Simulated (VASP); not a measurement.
Input of a VASP 6.6.1 run:

INCAR

```
ALGO     = Fast           # electronic algorithm
EDIFF    = 1E-6           # SCF threshold, eV
ENCUT    = 520            # plane-wave cutoff, eV
GGA      = PS             # functional
ISIF     = 2              # what is computed and relaxed
ISMEAR   = 0              # smearing method
LASPH    = True           # aspherical terms in the spheres
LCHARG   = False          # write CHGCAR
LREAL    = False          # projectors in reciprocal space
LWAVE    = False          # write WAVECAR
NBANDS   = 48             # bands
NELM     = 80             # most SCF steps
PREC     = Accurate       # precision mode
SIGMA    = 0.1            # smearing width, eV
```

KPOINTS

```
k-points
0
Gamma
  12 12 4
```

The input POSCAR:

```
Al3Ru2
1.0
    2.9350614723      0.0000000000      0.0000000000
    0.0000000000      2.9350614723      0.0000000000
    0.0000000000      0.0000000000     14.9636482983
Al Ru
6 4
Direct
    0.0000000000      0.0000000000      0.0000000000
    0.5000000000      0.5000000000      0.3085136982
    0.0000000000      0.0000000000      0.1914863018
    0.5000000000      0.5000000000      0.5000000000
    0.0000000000      0.0000000000      0.8085136982
    0.5000000000      0.5000000000      0.6914863018
    0.5000000000      0.5000000000      0.1026070608
    0.0000000000      0.0000000000      0.3973929392
    0.0000000000      0.0000000000      0.6026070608
    0.5000000000      0.5000000000      0.8973929392
```

Potentials or basis: VASP PAW PBE potentials, release 64 (Al, Ru_pv).

The run is started by

```console
$ cat potpaw_PBE.64/Al/POTCAR potpaw_PBE.64/Ru_pv/POTCAR > POTCAR
$ mpirun -np 1 vasp_std > vasp.out
```

Problem. Predict the pressure.

Solution. 11.5 GPa.

Problem. Predict the band gap on the k mesh.

Solution. Zero (band 37 reaches 12.73 eV, above the bottom of band 38 at 10.50 eV).

Problem. What does it give for the largest force?

Solution. 0.013 eV/Å.

Stress tensor (GPa, compression positive):
```
17.12  0.00  0.00
 0.00 17.12  0.00
 0.00  0.00  0.17
```

Caveat: the cell differs from its parent crystal (biaxial strain in the a-b plane: -4.5 %, then relaxed in part); the PAW data sets were made with another functional, which shifts forces and pressure a little.
